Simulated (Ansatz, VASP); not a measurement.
**BaS: VASP beside Ansatz**

File INCAR:

```
PREC     = Accurate       # precision mode
ENCUT    = 520            # plane-wave cutoff, eV
EDIFF    = 1E-6           # SCF threshold, eV
ISMEAR   = -1             # smearing method
SIGMA    = 0.1            # smearing width, eV
LREAL    = F              # projectors in reciprocal space
LASPH    = T              # aspherical terms in the spheres
NELM     = 60             # most SCF steps
ALGO     = Normal         # electronic algorithm
ISIF     = 2              # what is computed and relaxed
LWAVE    = F              # write WAVECAR
LCHARG   = F              # write CHGCAR
NBANDS   = 15             # bands
```

KPOINTS

```
Automatic mesh
0
Gamma
  11 11 11
```

POSCAR

```
BaS
1.0
    0.0000000000      2.6143733444      2.6143733444
    2.6143733444      0.0000000000      2.6143733444
    2.6143733444      2.6143733444      0.0000000000
Ba S
1 1
Direct
    0.0000000000      0.0000000000      0.0000000000
    0.5000000000      0.5000000000      0.5000000000
```

Input for Ansatz:

```yaml
crystal:
  lattice:
    - [0.0, 2.6143733444, 2.6143733444]
    - [2.6143733444, 0.0, 2.6143733444]
    - [2.6143733444, 2.6143733444, 0.0]
  atoms:
    - { symbol: Ba, position: [0.0, 0.0, 0.0] }
    - { symbol: S, position: [0.5, 0.5, 0.5] }
kpoints:
  mp_grid: { grid: [11, 11, 11] }
scf:
  occupations: { method: fermi_dirac, width: 0.1 }
hamiltonian:
  xc: lda
  pseudopotentials: { kind: all_electron, datasets: crystal }
output:
  forces: true
  stress: true
  eigenvalues: true
```

Change from the starting cell: volume scaled by 0.58, crystal datasets.

Alike in both runs: task single point; functional LDA; k mesh 11 × 11 × 11; occupations fermi-dirac, width 0.1 eV; no spin polarisation.

|  | VASP | Ansatz |
| --- | --- | --- |
| version | VASP 6.6.1 | Ansatz 0.2.0 |
| potentials or method | VASP PAW LDA potentials, release 64 (Ba_sv, S), cutoff 520 eV | all-electron PAW with datasets made for the crystal, scalar-relativistic |

```tsv
	VASP	Ansatz	Ansatz less VASP
pressure (GPa)	87.1	80.7	-6.41
```

LDA's correlation is that of Perdew and Zunger in VASP and of Perdew and Wang (1992) in Ansatz. Both programs put the cell under a high pressure, so it lies far from rest at this level. Ansatz ran all-electron here, and VASP with PAW potentials. Ansatz's warnings: printed levels off.

Neither program's run includes spin-orbit coupling. Noted on VASP's run: the cell as given lies far from equilibrium.
